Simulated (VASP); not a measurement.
A run of VASP 6.6.1 is set up as follows.

The input INCAR:

```
SYSTEM = Ni
PREC = Accurate
ENCUT = 520
EDIFF = 1E-7
ISMEAR = 0
SIGMA = 0.1
LREAL = .FALSE.
LASPH = .TRUE.
NELM = 150
ALGO = Normal
ISIF = 2
LWAVE = .FALSE.
LCHARG = .TRUE.
ISPIN = 2
MAGMOM = 2 2 2 2 2 2 2
LORBIT = 11
LMAXMIX = 4
LDIPOL = .TRUE.
IDIPOL = 3
DIPOL = 0.5 0.5 0.499
GGA = PE
LELF = .TRUE.
LVHAR = .TRUE.
LVACPOTAV = .TRUE.
NBANDS = 48
```

KPOINTS

```
regular mesh
0
G
  10 10 1
  0 0 0
```

File POSCAR:

```
Ni
1.0
    2.5002588700      0.0000000000      0.0000000000
    0.0000000000      2.5002588700      0.0000000000
    0.0000000000      0.0000000000     28.6077002586
Ni
7
Direct
    0.5000000000      0.5000000000      0.3146006117
    0.0000000000      0.0000000000      0.3764004111
    0.5000000000      0.5000000000      0.4382002006
    0.0000000000      0.0000000000      0.4994456078
    0.5000000000      0.5000000000      0.5607467479
    0.0000000000      0.0000000000      0.6223650322
    0.5000000000      0.5000000000      0.6811250268
```

Potentials or basis: VASP PAW PBE potentials, release 64 (Ni).

Run with:

```console
$ cat potpaw_PBE.64/Ni/POTCAR > POTCAR
$ mpirun -np 1 vasp_std > vasp.out
```

Estimate the site moments.

Ni +0.77, +0.71, +0.70, +0.67, +0.76 (each value once) μB.

Estimate the net moment.

4.92 μB per cell.

What does it give for the largest force?

0.409 eV/Å.

Forces on the atoms (eV/Å):
```
Ni   0.000  0.000  0.409
Ni   0.000  0.000 -0.342
Ni   0.000  0.000 -0.076
Ni   0.000  0.000  0.004
Ni   0.000  0.000  0.001
Ni   0.000  0.000 -0.030
Ni   0.000  0.000  0.034
```
